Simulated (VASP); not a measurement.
# Ti3HN3 in VASP: further runs

Ti3HN3 is run at these levels: PBE; tasks: relaxation of the atoms.

Everything below comes from runs of VASP 6.6.1. Logs are shortened: lines on timing, memory, paths and dates and some standing lists are left out, and cuts for length are marked.

### 1 The cell of the first run

The cell holds a slab with vacuum, 7 atoms: a = 3.003 Å, b = 3.003 Å, c = 21.554 Å, α = 90.00°, β = 90.00°, γ = 120.00°.

### 2 Relaxation of the atoms, PBE

Contents of INCAR:

```
SYSTEM = Ti3HN3
PREC     = Accurate       ! precision mode
ENCUT    = 520            ! plane-wave cutoff, eV
EDIFF    = 1E-6           ! SCF threshold, eV
ISMEAR   = 0              ! smearing method
SIGMA    = 0.1            ! smearing width, eV
LREAL    = .FALSE.        ! projectors in reciprocal space
LASPH    = .TRUE.         ! aspherical terms in the spheres
NELM     = 60             ! most SCF steps
ALGO     = Normal         ! electronic algorithm
ISIF     = 2              ! what is computed and relaxed
LWAVE    = .FALSE.        ! write WAVECAR
LCHARG   = .FALSE.        ! write CHGCAR
LDIPOL   = .TRUE.       
IDIPOL   = 3            
DIPOL    = 0.5 0.5 0.360
GGA      = PE             ! functional
IBRION   = 2              ! ionic algorithm
NSW      = 36             ! ionic steps
EDIFFG   = -0.025         ! ionic threshold
```

Contents of KPOINTS:

```
regular mesh
0
G
  9 9 1
  0 0 0
```

Contents of POSCAR:

```
Ti3HN3
1.0
    3.0028555063      0.0000000000      0.0000000000
   -1.5014277532      2.6005491524      0.0000000000
    0.0000000000      0.0000000000     21.5541471692
N Ti H
3 3 1
Selective dynamics
Direct
    0.3333333333      0.6666666667      0.1855791356  F F F
    0.0000000000      0.0000000000      0.2993308528  F F F
    0.6666666667      0.3333333333      0.4147299344  F F F
    0.6666666667      0.3333333333      0.2424549943  F F F
    0.3333333333      0.6666666667      0.3575097830  F F F
    0.0000000000      0.0000000000      0.4664599852  F F F
    0.0000000000      0.0000000000      0.5555379703  F F T
```

Potentials or basis: VASP PAW PBE potentials, release 64 (N, Ti_sv, H).

On the command line:

```
$ cat potpaw_PBE.64/N/POTCAR potpaw_PBE.64/Ti_sv/POTCAR potpaw_PBE.64/H/POTCAR > POTCAR
$ mpirun -np 1 vasp_std > vasp.out
```

OUTCAR:

```text
SYSTEM = Ti3HN3
   PREC = Accurate
   ENCUT = 520
   EDIFF = 1E-6
   ISMEAR = 0
   LREAL = .FALSE.
   LASPH = .TRUE.
   NELM = 60
   ISIF = 2
   GGA = PE
   IBRION = 2
   NSW = 36
   EDIFFG = -0.025

 ion  position               nearest neighbor table
   1  0.333  0.667  0.186-   4 2.12   4 2.12   4 2.12
   2  0.000  0.000  0.299-   4 2.12   4 2.12   4 2.12   5 2.14   5 2.14   5 2.14
   3  0.667  0.333  0.415-   6 2.06   6 2.06   6 2.06   5 2.13   5 2.13   5 2.13
   4  0.667  0.333  0.242-   2 2.12   2 2.12   2 2.12   1 2.12   1 2.12   1 2.12
   5  0.333  0.667  0.358-   3 2.13   3 2.13   3 2.13   2 2.14   2 2.14   2 2.14   6 2.92   6 2.92
                             6 2.92
   6  0.000  0.000  0.466-   3 2.06   3 2.06   3 2.06   5 2.92   5 2.92   5 2.92
   7  0.000  0.000  0.556-

  LATTYP: Found a hexagonal cell.
 ALAT       =     3.0028555063
 C/A-ratio  =     7.1778835592

  Lattice vectors:

 A1 = (   3.0028555063,   0.0000000000,   0.0000000000)
 A2 = (  -1.5014277532,   2.6005491524,   0.0000000000)
 A3 = (   0.0000000000,   0.0000000000,  21.5541471692)

Analysis of symmetry for initial positions (statically):
=====================================================================
 Subroutine PRICEL returns:
 Original cell was already a primitive cell.

 Routine SETGRP: Setting up the symmetry group for a
 hexagonal supercell.

 Subroutine GETGRP returns: Found  6 space group operations
 (whereof  6 operations were pure point group operations)
 out of a pool of 24 trial point group operations.

The static configuration has the point symmetry C_3v.

Analysis of symmetry for dynamics (positions and initial velocities):
=====================================================================
 Subroutine PRICEL returns:
 Original cell was already a primitive cell.

 Routine SETGRP: Setting up the symmetry group for a
 hexagonal supercell.

 Subroutine GETGRP returns: Found  6 space group operations
 (whereof  6 operations were pure point group operations)
 out of a pool of 24 trial point group operations.

The dynamic configuration has the point symmetry C_3v.

Analysis of constrained symmetry for selective dynamics:
=====================================================================
 Subroutine PRICEL returns:
 Original cell was already a primitive cell.

 Routine SETGRP: Setting up the symmetry group for a
 hexagonal supercell.

 Subroutine GETGRP returns: Found  6 space group operations
 (whereof  6 operations were pure point group operations)
 out of a pool of 24 trial point group operations.

The constrained configuration has the point symmetry C_3v.

 Subroutine INISYM returns: Found  6 space group operations
 (whereof  6 operations are pure point group operations),
 and found     1 'primitive' translations

----------------------------------------------------------------------------------------

                                     Primitive cell

  volume of cell :     168.3179

  direct lattice vectors                    reciprocal lattice vectors
     3.002855506  0.000000000  0.000000000     0.333016357  0.192267083  0.000000000
    -1.501427753  2.600549152  0.000000000     0.000000000  0.384534166  0.000000000
     0.000000000  0.000000000 21.554147169     0.000000000  0.000000000  0.046394784

  length of vectors
     3.002855506  3.002855506 21.554147169     0.384534166  0.384534166  0.046394784

  position of ions in fractional coordinates (direct lattice)
     0.333333333  0.666666667  0.185579136
     0.000000000  0.000000000  0.299330853
     0.666666667  0.333333333  0.414729934
     0.666666667  0.333333333  0.242454994
     0.333333333  0.666666667  0.357509783
     0.000000000  0.000000000  0.466459985
     0.000000000  0.000000000  0.555537970

  ion indices of the primitive-cell ions
   primitive index   ion index
                 1           1
                 2           2
                 3           3
                 4           4
                 5           5
[... 31 lines left out ...]
  0.000000  0.000000  0.000000      1.000000
  0.111111 -0.000000  0.000000      6.000000
  0.222222  0.000000  0.000000      6.000000
  0.333333 -0.000000  0.000000      6.000000
  0.444444  0.000000  0.000000      6.000000
  0.111111  0.111111  0.000000      6.000000
  0.222222  0.111111  0.000000     12.000000
  0.333333  0.111111  0.000000     12.000000
  0.444444  0.111111  0.000000      6.000000
  0.222222  0.222222  0.000000      6.000000
  0.333333  0.222222  0.000000     12.000000
  0.333333  0.333333  0.000000      2.000000
   k-points           NKPTS =     12   k-points in BZ     NKDIM =     12   number of bands    NBANDS=     31
   number of dos      NEDOS =    301   number of ions     NIONS =      7
   total plane-waves  NPLWV =  92160
   dimension x,y,z NGX =    24 NGY =   24 NGZ =  160
   dimension x,y,z NGXF=    48 NGYF=   48 NGZF=  320
   ions per type =               3   3   1
   NGX,Y,Z   is equivalent  to a cutoff of  13.29, 13.29, 12.34 a.u.
   NGXF,Y,Z  is equivalent  to a cutoff of  26.57, 26.57, 24.68 a.u.
 SYSTEM =  Ti3HN3
   PREC   = accura    normal or accurate (medium, high low for compatibility)
   ISTART =      0    job   : 0-new  1-cont  2-samecut
   ICHARG =      2    charge: 1-file 2-atom 10-const
   ISPIN  =      1    spin polarized calculation?
   LNONCOLLINEAR =      F non collinear calculations
   LSORBIT =      F    spin-orbit coupling
   LASPH  =      T    aspherical Exc in radial PAW
   ENCUT  =  520.0 eV  38.22 Ry    6.18 a.u.   5.58  5.58 40.08*2*pi/ulx,y,z
   NELM   =     60;   NELMIN=  2; NELMDL= -5     # of ELM steps
   EDIFF  = 0.1E-05   stopping-criterion for ELM
   LREAL  =      F    real-space projection
   EDIFFG = -.3E-01   stopping-criterion for IOM
   NSW    =     36    number of steps for IOM
   IBRION =      2    ionic relax: 0-MD 1-quasi-New 2-CG
   NFREE  =      1    steps in history (QN), initial steepest desc. (CG)
   ISIF   =      2    stress and relaxation
   ISYM   =      2    0-nonsym 1-usesym 2-fastsym
   POTIM  = 0.5000    time-step for ionic-motion
   TEBEG  =    0.0;   TEEND  =   0.0 temperature during run
   PSTRESS=    0.0 pullay stress
   NELECT =      52.0000    total number of electrons
   NUPDOWN=      -1.0000    fix difference up-down
   EMIN   =  10.00;   EMAX   =-10.00  energy-range for DOS
   EFERMI =   0.00;   METHOD = LEGACY
   ISMEAR =     0;   SIGMA  =   0.10  broadening in eV -4-tet -1-fermi 0-gaus
   EFERMI_NEDOS =   21; number of points for ismear=-14 and -15
   IALGO  =     38    algorithm
   IMIX   =      4    mixing-type and parameters
     AMIX     =   0.40;   BMIX     =  1.00
     AMIX_MAG =   1.60;   BMIX_MAG =  1.00
  volume/ion in A,a.u.               =      24.05       162.27
  Fermi-wavevector in a.u.,A,eV,Ry     =   1.106707  2.091372 16.664409  1.224799
  Thomas-Fermi vector in A             =   2.243211
   LORBIT       =      0    0 simple, 1 ext, 2 COOP (PROOUT), +10 PAW based schemes
   GGA     = PE    functional components
   LHFCALC =     F    Hartree Fock is set to
   AEXX    =    0.0000 exact exchange contribution
   IVDW    =     0    specifies the selected vdW correction
   LEPSILON=     F    determine dielectric tensor
   LRPA    =     F    only Hartree local field effects (RPA)
 conjugate gradient relaxation of ions
 non-spin polarized calculation
 Gauss-broadening in eV      SIGMA  =   0.10
  energy-cutoff  :      520.00
  volume of cell :      168.32
 maximum number of plane-waves:      4581
 NGX is ok and might be reduce to    24
   NGX = 11   NGY = 11   NGZ = 81

--------------------------------------- Ionic step        1  -------------------------------------------

 number of electron      52.0000014 magnetization

 Free energy of the ion-electron system (eV)
  ---------------------------------------------------
  ext. energy  EPLUGINS =         0.00000000
  ---------------------------------------------------
  free energy    TOTEN  =       -57.15454175 eV

  energy without entropy =      -57.13359106  energy(sigma->0) =      -57.14406641

------------------------ aborting loop because EDIFF is reached ----------------------------------------

  FORCE on cell =-STRESS in cart. coord.  units (eV):
  Direction    XX          YY          ZZ          XY          YZ          ZX
  --------------------------------------------------------------------------------------
  -------------------------------------------------------------------------------------
  Total       -0.2553592     -0.2553592     -5.9476584      0.0000000      0.0000000     -0.0000000
  in kB       -2.4307026     -2.4307026    -56.6143142      0.0000000      0.0000000     -0.0000000
  external PRESSURE =     -20.4919065 kB  Pullay stress =       0.0000000 kB
[... 63 lines left out ...]
  FREE ENERGIE OF THE ION-ELECTRON SYSTEM (eV)
  ---------------------------------------------------
  free  energy   TOTEN  =       -57.2265788952 eV

  energy  without entropy=      -57.2054480709  energy(sigma->0) =      -57.21601348

 dipolmoment           0.000000      0.000000      0.010505 electrons x Angstroem

--------------------------------------- Ionic step        3  -------------------------------------------

 number of electron      52.0000014 magnetization

------------------------ aborting loop because EDIFF is reached ----------------------------------------
[... 36 lines left out ...]
--------------------------------------- Ionic step        4  -------------------------------------------

 number of electron      52.0000014 magnetization

 dipolmoment           0.000000      0.000000     -0.058327 electrons x Angstroem

 Free energy of the ion-electron system (eV)
  ---------------------------------------------------
  ext. energy  EPLUGINS =         0.00000000
  ---------------------------------------------------
  free energy    TOTEN  =       -57.29174790 eV

  energy without entropy =      -57.27029411  energy(sigma->0) =      -57.28102101

 E-fermi :  -1.1748     XC(G=0):  -5.6059

 val. band max:       -1.1839864447   @ k =   0.2222   0.1111   0.0000
 cond. band min:      -1.1206051622   @ k =   0.2222   0.2222   0.0000
 fundamental gap:      0.0633812824
 Fermi energy:        -1.1748022648

 k-point     1 :       0.0000    0.0000    0.0000
  band No.  band energies     occupation
      1     -58.6651      2.00000
      2     -58.2582      2.00000
      3     -57.6956      2.00000
      4     -35.0912      2.00000
      5     -34.7264      2.00000
      6     -34.7264      2.00000
[... 397 lines left out ...]
     30       0.7174      0.00000
     31       1.6276      0.00000

------------------------ aborting loop because EDIFF is reached ----------------------------------------

 vacuum level on the upper side and lower side of the slab       (xc-potential included)        -0.858         0.461

  FORCE on cell =-STRESS in cart. coord.  units (eV):
  Direction    XX          YY          ZZ          XY          YZ          ZX
  --------------------------------------------------------------------------------------
  -------------------------------------------------------------------------------------
  Total       -0.1541860     -0.1541860     -3.3651883      0.0000000      0.0000000      0.0000000
  in kB       -1.4676592     -1.4676592    -32.0324098      0.0000000      0.0000000      0.0000000
  external PRESSURE =     -11.6559094 kB  Pullay stress =       0.0000000 kB
[... 22 lines left out ...]
  FREE ENERGIE OF THE ION-ELECTRON SYSTEM (eV)
  ---------------------------------------------------
  free  energy   TOTEN  =       -57.2917478998 eV

  energy  without entropy=      -57.2702941143  energy(sigma->0) =      -57.28102101

 reached required accuracy - stopping structural energy minimisation

 vacuum level on the upper side and lower side of the slab         5.554         6.905
```

It took 5.1 min on 1 thread of Intel Xeon Platinum 8488C (Sapphire Rapids), shared host; peak memory 0.32 GiB.

Results:

```yaml
Free_energy: -57.2917 eV
Energy_gained_by_relaxing: 19.6 meV/atom
Ionic_steps: 4
Band_gap_on_the_k_mesh: zero (bands 26 and 27 overlap by 0.38 eV)
```

The path:
```tsv
step	energy change (eV)	largest force on free atoms (eV/Å)	pressure (GPa)
1	0.0000	1.3033	-2.05
2	-0.0720	0.9723	-1.80
3	-0.1371	0.0476	-1.13
4	-0.1372	0.0121	-1.17
```

Final structure:
```
CELL_PARAMETERS angstrom
3.00286 0.00000 0.00000
-1.50143 2.60055 0.00000
0.00000 0.00000 21.55415
ATOMIC_POSITIONS crystal
N 0.33333 0.66667 0.18558
N 0.00000 0.00000 0.29933
N 0.66667 0.33333 0.41473
Ti 0.66667 0.33333 0.24246
Ti 0.33333 0.66667 0.35751
Ti 0.00000 0.00000 0.46646
H 0.00000 0.00000 0.54693
```

### 3 Relaxation of the atoms, PBE

Contents of INCAR:

```
SYSTEM = Ti3HN3
  PREC = Accurate
  ENCUT = 520
  EDIFF = 1E-6
  ISMEAR = 0
  SIGMA = 0.1
  LREAL = .False.
  LASPH = .True.
  NELM = 100
  ALGO = Normal
  ISIF = 2
  LWAVE = .False.
  LCHARG = .False.
  LDIPOL = .True.
  IDIPOL = 3
  DIPOL = 0.5 0.5 0.352
  GGA = PE
  IBRION = 2
  NSW = 36
  EDIFFG = -0.025
```

Contents of KPOINTS:

```
Automatic mesh
0
Gamma
  9 9 1
  0 0 0
```

Changes to POSCAR since step 2:

```diff
@@ -15,2 +15,2 @@
     0.0000000000      0.0000000000      0.4664599852  F F F
-    0.0000000000      0.0000000000      0.5555379703  F F T
+    0.3333333333      0.6666666667      0.4951289648  F F T
```

Potentials or basis: VASP PAW PBE potentials, release 64 (N, Ti_sv, H).

On the command line:

```
$ cat potpaw_PBE.64/N/POTCAR potpaw_PBE.64/Ti_sv/POTCAR potpaw_PBE.64/H/POTCAR > POTCAR
$ mpirun -np 1 vasp_std > vasp.out
```

Wall time 6.9 min (1 thread of Intel Xeon Platinum 8488C (Sapphire Rapids), shared host); peak memory 0.32 GiB.

It converged, with:

```
Free energy               : -58.9953 eV
Energy gained by relaxing : 36.3 meV/atom
Ionic steps               : 5
Band gap on the k mesh    : zero (bands 26 and 27 overlap by 0.01 eV)
```

Step by step:
```
step  energy change (eV)  largest force on free atoms (eV/Å)  pressure (GPa)
   1              0.0000                              1.3435           -1.04
   2             -0.0803                              1.1306           -1.26
   3             -0.2318                              0.4137           -1.92
   4             -0.1061                              1.0146           -3.03
   5             -0.2538                              0.0233           -2.27
```

Final structure:
```
CELL_PARAMETERS angstrom
3.00286 0.00000 0.00000
-1.50143 2.60055 0.00000
0.00000 0.00000 21.55415
ATOMIC_POSITIONS crystal
N 0.33333 0.66667 0.18558
N 0.00000 0.00000 0.29933
N 0.66667 0.33333 0.41473
Ti 0.66667 0.33333 0.24246
Ti 0.33333 0.66667 0.35751
Ti 0.00000 0.00000 0.46646
H 0.33333 0.66667 0.51238
```

Levels at points of the mesh, in eV from the Fermi level:
| k point | band 23 | band 24 | band 25 | band 26 | band 27 | band 28 | band 29 | band 30 |
| --- | --- | --- | --- | --- | --- | --- | --- | --- |
| (0.00, 0.00, 0.00) | -1.14 | -0.41 | -0.41 | 0.12 | 0.12 | 0.23 | 1.25 | 1.25 |

The gap in the log of VASP goes by the Fermi energy; the results here count the filled bands.